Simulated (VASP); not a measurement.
# TePb (Fm-3m) in VASP: notebook

The runs below take TePb through single point, with PBE.

Everything below comes from runs of VASP 6.6.1. Logs are shortened: lines on timing, memory, paths and dates and some standing lists are left out, and cuts for length are marked.

**1. The cell of the first run**

Symmetry: Fm-3m, No. 225, cubic system. Conventional cell: a = 6.637 Å, b = 6.637 Å, c = 6.637 Å, α = 90.00°, β = 90.00°, γ = 90.00°. Within 4.4 Å of Te (site symmetry m-3m) lie 6 Pb at 3.32 Å. Pb (site symmetry m-3m) has 6 Te at 3.32 Å within 4.4 Å.

**2. Single point, PBE (volume scaled by 1.03)**

Input file INCAR:

```
SYSTEM = TePb
PREC = Accurate
ENCUT = 520
EDIFF = 1E-7
ISMEAR = 0
SIGMA = 0.02
LREAL = .FALSE.
LASPH = .TRUE.
NELM = 60
ALGO = Normal
ISIF = 2
LWAVE = .FALSE.
LCHARG = .TRUE.
GGA = PE
LELF = .TRUE.
LVHAR = .TRUE.
NBANDS = 17
```

Input file KPOINTS:

```
regular mesh
0
G
  8 8 8
  0 0 0
```

Input file POSCAR:

```
TePb
1.0
    0.0000000000      3.3185879987      3.3185879987
    3.3185879987      0.0000000000      3.3185879987
    3.3185879987      3.3185879987      0.0000000000
Te Pb
1 1
Direct
    0.5000000000      0.5000000000      0.5000000000
    0.0000000000      0.0000000000      0.0000000000
```

Potentials or basis: VASP PAW PBE potentials, release 64 (Te, Pb_d).

Run with:

```console
> cat potpaw_PBE.64/Te/POTCAR potpaw_PBE.64/Pb_d/POTCAR > POTCAR
> mpirun -np 1 vasp_std > vasp.out
```

OUTCAR:

```text
SYSTEM = TePb
   PREC = Accurate
   ENCUT = 520
   EDIFF = 1E-7
   ISMEAR = 0
   LREAL = .FALSE.
   LASPH = .TRUE.
   NELM = 60
   ISIF = 2
   GGA = PE

 ion  position               nearest neighbor table
   1  0.500  0.500  0.500-   2 3.32   2 3.32   2 3.32   2 3.32   2 3.32   2 3.32
   2  0.000  0.000  0.000-   1 3.32   1 3.32   1 3.32   1 3.32   1 3.32   1 3.32

  LATTYP: Found a face centered cubic cell.
 ALAT       =     6.6371759974

  Lattice vectors:

 A1 = (   0.0000000000,   3.3185879987,   3.3185879987)
 A2 = (   3.3185879987,   0.0000000000,   3.3185879987)
 A3 = (   3.3185879987,   3.3185879987,   0.0000000000)

Analysis of symmetry for initial positions (statically):
=====================================================================
 Subroutine PRICEL returns:
 Original cell was already a primitive cell.

 Routine SETGRP: Setting up the symmetry group for a
 face centered cubic supercell.

 Subroutine GETGRP returns: Found 48 space group operations
 (whereof 48 operations were pure point group operations)
 out of a pool of 48 trial point group operations.

The static configuration has the point symmetry O_h .

Analysis of symmetry for dynamics (positions and initial velocities):
=====================================================================
 Subroutine PRICEL returns:
 Original cell was already a primitive cell.

 Routine SETGRP: Setting up the symmetry group for a
 face centered cubic supercell.

 Subroutine GETGRP returns: Found 48 space group operations
 (whereof 48 operations were pure point group operations)
 out of a pool of 48 trial point group operations.

The dynamic configuration has the point symmetry O_h .

 Subroutine INISYM returns: Found 48 space group operations
 (whereof 48 operations are pure point group operations),
 and found     1 'primitive' translations

----------------------------------------------------------------------------------------

                                     Primitive cell

  volume of cell :      73.0954

  direct lattice vectors                    reciprocal lattice vectors
     0.000000000  3.318587999  3.318587999    -0.150666488  0.150666488  0.150666488
     3.318587999  0.000000000  3.318587999     0.150666488 -0.150666488  0.150666488
     3.318587999  3.318587999  0.000000000     0.150666488  0.150666488 -0.150666488

  length of vectors
     4.693192156  4.693192156  4.693192156     0.260962013  0.260962013  0.260962013

  position of ions in fractional coordinates (direct lattice)
     0.500000000  0.500000000  0.500000000
     0.000000000  0.000000000  0.000000000

  ion indices of the primitive-cell ions
   primitive index   ion index
                 1           1
                 2           2

----------------------------------------------------------------------------------------

 KPOINTS: regular mesh

Automatic generation of k-mesh.
 Grid dimensions read from file:
 generate k-points for:    8    8    8

 Generating k-lattice:

  Cartesian coordinates                     Fractional coordinates (reciprocal lattice)
    -0.018833311  0.018833311  0.018833311     0.125000000  0.000000000  0.000000000
     0.018833311 -0.018833311  0.018833311     0.000000000  0.125000000  0.000000000
     0.018833311  0.018833311 -0.018833311     0.000000000  0.000000000  0.125000000

  Length of vectors
     0.032620252  0.032620252  0.032620252

  Shift w.r.t. Gamma in fractional coordinates (k-lattice)
     0.000000000  0.000000000  0.000000000

 Subroutine IBZKPT returns following result:
 ===========================================

 Found     29 irreducible k-points:

 Following reciprocal coordinates:
            Coordinates               Weight
  0.000000  0.000000  0.000000      1.000000
  0.125000  0.000000  0.000000      8.000000
  0.250000  0.000000  0.000000      8.000000
  0.375000  0.000000  0.000000      8.000000
  0.500000  0.000000  0.000000      4.000000
  0.125000  0.125000  0.000000      6.000000
[... 16 lines left out ...]
  0.500000  0.250000  0.125000     48.000000
 -0.375000  0.250000  0.125000     24.000000
 [... further k-points ...]
   k-points           NKPTS =     29   k-points in BZ     NKDIM =     29   number of bands    NBANDS=     17
   number of dos      NEDOS =    301   number of ions     NIONS =      2
   total plane-waves  NPLWV =  46656
   dimension x,y,z NGX =    36 NGY =   36 NGZ =   36
   dimension x,y,z NGXF=    72 NGYF=   72 NGZF=   72
   ions per type =               1   1
   NGX,Y,Z   is equivalent  to a cutoff of  12.75, 12.75, 12.75 a.u.
   NGXF,Y,Z  is equivalent  to a cutoff of  25.50, 25.50, 25.50 a.u.
 SYSTEM =  TePb
   PREC   = accura    normal or accurate (medium, high low for compatibility)
   ISTART =      0    job   : 0-new  1-cont  2-samecut
   ICHARG =      2    charge: 1-file 2-atom 10-const
   ISPIN  =      1    spin polarized calculation?
   LNONCOLLINEAR =      F non collinear calculations
   LSORBIT =      F    spin-orbit coupling
   LASPH  =      T    aspherical Exc in radial PAW
   ENCUT  =  520.0 eV  38.22 Ry    6.18 a.u.   8.73  8.73  8.73*2*pi/ulx,y,z
   NELM   =     60;   NELMIN=  2; NELMDL= -5     # of ELM steps
   EDIFF  = 0.1E-06   stopping-criterion for ELM
   LREAL  =      F    real-space projection
   EDIFFG = 0.1E-05   stopping-criterion for IOM
   NSW    =      0    number of steps for IOM
   IBRION =     -1    ionic relax: 0-MD 1-quasi-New 2-CG
   NFREE  =      0    steps in history (QN), initial steepest desc. (CG)
   ISIF   =      2    stress and relaxation
   ISYM   =      2    0-nonsym 1-usesym 2-fastsym
   POTIM  = 0.5000    time-step for ionic-motion
   TEBEG  =    0.0;   TEEND  =   0.0 temperature during run
   PSTRESS=    0.0 pullay stress
   NELECT =      20.0000    total number of electrons
   NUPDOWN=      -1.0000    fix difference up-down
   EMIN   =  10.00;   EMAX   =-10.00  energy-range for DOS
   EFERMI =   0.00;   METHOD = LEGACY
   ISMEAR =     0;   SIGMA  =   0.02  broadening in eV -4-tet -1-fermi 0-gaus
   EFERMI_NEDOS =   21; number of points for ismear=-14 and -15
   IALGO  =     38    algorithm
   IMIX   =      4    mixing-type and parameters
     AMIX     =   0.40;   BMIX     =  1.00
     AMIX_MAG =   1.60;   BMIX_MAG =  1.00
  volume/ion in A,a.u.               =      36.55       246.64
  Fermi-wavevector in a.u.,A,eV,Ry     =   1.062808  2.008416 15.368609  1.129561
  Thomas-Fermi vector in A             =   2.198271
   LORBIT       =      0    0 simple, 1 ext, 2 COOP (PROOUT), +10 PAW based schemes
   GGA     = PE    functional components
   LHFCALC =     F    Hartree Fock is set to
   AEXX    =    0.0000 exact exchange contribution
   IVDW    =     0    specifies the selected vdW correction
   LEPSILON=     F    determine dielectric tensor
   LRPA    =     F    only Hartree local field effects (RPA)
 non-spin polarized calculation
 Gauss-broadening in eV      SIGMA  =   0.02
  energy-cutoff  :      520.00
  volume of cell :       73.10
 maximum number of plane-waves:      1996
   NGX = 17   NGY = 17   NGZ = 17

 number of electron      19.9999997 magnetization

 Free energy of the ion-electron system (eV)
  ---------------------------------------------------
  ext. energy  EPLUGINS =         0.00000000
  ---------------------------------------------------
  free energy    TOTEN  =        -7.51508034 eV

  energy without entropy =       -7.51508034  energy(sigma->0) =       -7.51508034

 E-fermi :   4.7058     XC(G=0):  -8.9435

 val. band max:        4.6219634106   @ k =   0.5000   0.0000   0.0000
 cond. band min:       5.5064570070   @ k =   0.5000   0.0000   0.0000
 fundamental gap:      0.8844935965
 Fermi energy:         4.7057685710

 k-point     1 :       0.0000    0.0000    0.0000
  band No.  band energies     occupation
      1     -11.9837      2.00000
      2     -11.9837      2.00000
      3     -11.9800      2.00000
      4     -11.9800      2.00000
      5     -11.9800      2.00000
      6      -6.7569      2.00000
[... 9 lines left out ...]
     16      10.6033      0.00000
     17      11.9108      0.00000

 k-point     2 :       0.1250    0.0000    0.0000
  band No.  band energies     occupation
      1     -11.9849      2.00000
      2     -11.9849      2.00000
      3     -11.9797      2.00000
      4     -11.9784      2.00000
      5     -11.9784      2.00000
      6      -6.6379      2.00000
[... 9 lines left out ...]
     16      10.8768      0.00000
     17      12.8310      0.00000

 k-point     3 :       0.2500    0.0000    0.0000
  band No.  band energies     occupation
      1     -11.9885      2.00000
      2     -11.9885      2.00000
      3     -11.9788      2.00000
      4     -11.9739      2.00000
      5     -11.9739      2.00000
      6      -6.2983      2.00000
[... 9 lines left out ...]
     16      11.6315      0.00000
     17      14.5484      0.00000

 k-point     4 :       0.3750    0.0000    0.0000
  band No.  band energies     occupation
      1     -11.9922      2.00000
      2     -11.9922      2.00000
      3     -11.9781      2.00000
      4     -11.9693      2.00000
      5     -11.9693      2.00000
      6      -5.8204      2.00000
[... 9 lines left out ...]
     16      12.7920      0.00000
     17      14.9977      0.00000

 k-point     5 :       0.5000    0.0000    0.0000
  band No.  band energies     occupation
      1     -11.9937      2.00000
      2     -11.9937      2.00000
      3     -11.9778      2.00000
      4     -11.9673      2.00000
      5     -11.9673      2.00000
      6      -5.5233      2.00000
[... 9 lines left out ...]
     16      13.8910      0.00000
     17      13.8910      0.00000

 k-point     6 :       0.1250    0.1250    0.0000
  band No.  band energies     occupation
      1     -11.9877      2.00000
      2     -11.9825      2.00000
      3     -11.9810      2.00000
      4     -11.9774      2.00000
      5     -11.9774      2.00000
      6      -6.5990      2.00000
[... 9 lines left out ...]
     16      11.3348      0.00000
     17      12.3022      0.00000

 k-point     7 :       0.2500    0.1250    0.0000
  band No.  band energies     occupation
      1     -11.9924      2.00000
      2     -11.9837      2.00000
      3     -11.9808      2.00000
      4     -11.9745      2.00000
      5     -11.9732      2.00000
      6      -6.3351      2.00000
[... 9 lines left out ...]
     16      12.1458      0.00000
     17      13.3489      0.00000

 k-point     8 :       0.3750    0.1250    0.0000
  band No.  band energies     occupation
      1     -11.9964      2.00000
      2     -11.9874      2.00000
      3     -11.9789      2.00000
      4     -11.9714      2.00000
      5     -11.9685      2.00000
      6      -5.9020      2.00000
[... 9 lines left out ...]
     16      13.2786      0.00000
     17      14.6772      0.00000
[... 203 lines left out ...]
      1     -12.0186      2.00000
      2     -11.9847      2.00000
      3     -11.9779      2.00000
      4     -11.9636      2.00000
      5     -11.9628      2.00000
      6      -5.3818      2.00000
[... 9 lines left out ...]
     16      14.8302      0.00000
     17      15.1782      0.00000

 k-point    20 :      -0.3750    0.3750    0.0000
  band No.  band energies     occupation
      1     -12.0131      2.00000
      2     -11.9822      2.00000
      3     -11.9802      2.00000
      4     -11.9664      2.00000
      5     -11.9641      2.00000
      6      -5.2648      2.00000
[... 9 lines left out ...]
     16      13.7586      0.00000
     17      15.3387      0.00000

 k-point    21 :       0.5000    0.5000    0.0000
  band No.  band energies     occupation
      1     -12.0233      2.00000
      2     -11.9867      2.00000
      3     -11.9757      2.00000
      4     -11.9616      2.00000
      5     -11.9616      2.00000
      6      -5.3471      2.00000
[... 9 lines left out ...]
     16      15.0535      0.00000
     17      15.5077      0.00000

 k-point    22 :       0.3750    0.2500    0.1250
  band No.  band energies     occupation
      1     -11.9977      2.00000
      2     -11.9844      2.00000
      3     -11.9806      2.00000
      4     -11.9713      2.00000
      5     -11.9700      2.00000
      6      -6.0256      2.00000
[... 9 lines left out ...]
     16      13.1484      0.00000
     17      13.5903      0.00000

 k-point    23 :       0.5000    0.2500    0.1250
  band No.  band energies     occupation
      1     -12.0011      2.00000
      2     -11.9871      2.00000
      3     -11.9779      2.00000
      4     -11.9700      2.00000
      5     -11.9673      2.00000
      6      -5.6117      2.00000
[... 9 lines left out ...]
     16      13.5036      0.00000
     17      14.4840      0.00000

 k-point    24 :      -0.3750    0.2500    0.1250
  band No.  band energies     occupation
      1     -12.0022      2.00000
      2     -11.9886      2.00000
      3     -11.9752      2.00000
      4     -11.9713      2.00000
      5     -11.9657      2.00000
      6      -5.3755      2.00000
[... 9 lines left out ...]
     16      14.3896      0.00000
     17      14.6462      0.00000

 [... further k-points ...]
[... 5 lines left out ...]
  --------------------------------------------------------------------------------------
  -------------------------------------------------------------------------------------
  Total       -0.5207076     -0.5207076     -0.5207076      0.0000000      0.0000000      0.0000000
  in kB      -11.4133859    -11.4133859    -11.4133859      0.0000000      0.0000000      0.0000000
  external PRESSURE =     -11.4133859 kB  Pullay stress =       0.0000000 kB

 VOLUME and BASIS-vectors are now :
 -----------------------------------------------------------------------------
  energy-cutoff  :      520.00
  volume of cell :       73.10
      direct lattice vectors                 reciprocal lattice vectors
     0.000000000  3.318587999  3.318587999    -0.150666488  0.150666488  0.150666488
     3.318587999  0.000000000  3.318587999     0.150666488 -0.150666488  0.150666488
     3.318587999  3.318587999  0.000000000     0.150666488  0.150666488 -0.150666488

 POSITION                                       TOTAL-FORCE (eV/Angst)
 -----------------------------------------------------------------------------------
      3.31859      3.31859      3.31859        -0.000000      0.000000      0.000000
      0.00000      0.00000      0.00000         0.000000     -0.000000     -0.000000
 -----------------------------------------------------------------------------------
    total drift:                               -0.000000      0.000000      0.000000

  FREE ENERGIE OF THE ION-ELECTRON SYSTEM (eV)
  ---------------------------------------------------
  free  energy   TOTEN  =        -7.5150803364 eV

  energy  without entropy=       -7.5150803364  energy(sigma->0) =       -7.51508034
```

Run time: 64 s. Hardware: 1 thread of Intel Xeon 8259CL, shared host; peak memory 0.22 GiB.

Results:

```yaml
Free_energy: -7.5151 eV
Pressure: -1.1 GPa
Band_gap_on_the_k_mesh: 0.88 eV, direct
```

Caveat: spin-orbit coupling is left out, which moves the levels of the heavy elements.

**3. Single point, PBE (volume scaled by 1.06)**

Input file INCAR:

```
ALGO = Normal
EDIFF = 1E-6
ENCUT = 520
GGA = PE
ISIF = 2
ISMEAR = 0
LASPH = T
LCHARG = F
LREAL = F
LWAVE = F
NBANDS = 17
NELM = 80
PREC = Accurate
SIGMA = 0.02
```

Input file KPOINTS:

```
k-points
0
Gamma
  8 8 8
```

Input file POSCAR:

```
TePb
1.0
    0.0000000000      3.3504994563      3.3504994563
    3.3504994563      0.0000000000      3.3504994563
    3.3504994563      3.3504994563      0.0000000000
Te Pb
1 1
Direct
    0.5000000000      0.5000000000      0.5000000000
    0.0000000000      0.0000000000      0.0000000000
```

Potentials or basis: VASP PAW PBE potentials, release 64 (Te, Pb_d).

Run with:

```console
> cat potpaw_PBE.64/Te/POTCAR potpaw_PBE.64/Pb_d/POTCAR > POTCAR
> mpirun -np 1 vasp_std > vasp.out
```

Wall time 49 s (1 thread of Intel Xeon 8259CL, shared host); peak memory 0.22 GiB.

It converged, with:

```yaml
Free_energy: -7.4942 eV
Pressure: -2.1 GPa
Band_gap_on_the_k_mesh: 0.93 eV, direct
```

Levels at points of the mesh, in eV from the valence-band top:
```
           k point  band 8  band 9  band 10  band 11  band 12  band 13
(0.00, 0.00, 0.00)   -0.95   -0.95    -0.95     3.94     3.94     3.94
(0.50, 0.00, 0.00)   -0.56   -0.56     0.00     0.93     1.52     1.52
(0.50, 0.50, 0.00)   -3.68   -2.20    -2.20     3.75     5.09     5.09
```

Caveat: spin-orbit coupling is left out, which moves the levels of the heavy elements. A k mesh can miss the band edges.
